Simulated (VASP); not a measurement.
A run of VASP 6.6.1:

File INCAR:

```
SYSTEM = CaF2
ALGO = Normal
EDIFF = 1E-6
ENCUT = 600
GGA = PE
GGA_COMPAT = .False.
ISIF = 2
ISMEAR = 0
LASPH = .True.
LCHARG = .False.
LREAL = .False.
LWAVE = .False.
NBANDS = 19
NELM = 120
PREC = Accurate
SIGMA = 0.01
```

KPOINTS

```
k-points
0
Gamma
  4 4 4
  0 0 0
```

The input POSCAR:

```
CaF2
1.0
    0.0000000000      2.7555274093      2.7555274093
    2.7555274093      0.0000000000      2.7555274093
    2.7555274093      2.7555274093      0.0000000000
Ca F
1 2
Direct
    0.0000000000      0.0000000000      0.0000000000
    0.7500000000      0.7500000000      0.7500000000
    0.2500000000      0.2500000000      0.2500000000
```

Potentials or basis: VASP PAW PBE potentials, release 64 (Ca_sv, F).

The run is started by

```console
$ cat potpaw_PBE.64/Ca_sv/POTCAR potpaw_PBE.64/F/POTCAR > POTCAR
$ mpirun -np 1 vasp_std > vasp.out
```

Hardware: 1 thread of AMD EPYC 9R45 96-Core Processor (Zen 5) (shared host).

Q: Estimate the wall time of this run.

A: It took 6.5 s on 1 thread of AMD EPYC 9R45 96-Core Processor (Zen 5), with other jobs on the host, peak memory 0.14 GiB. Counts: scf iterations 13, k points 8.
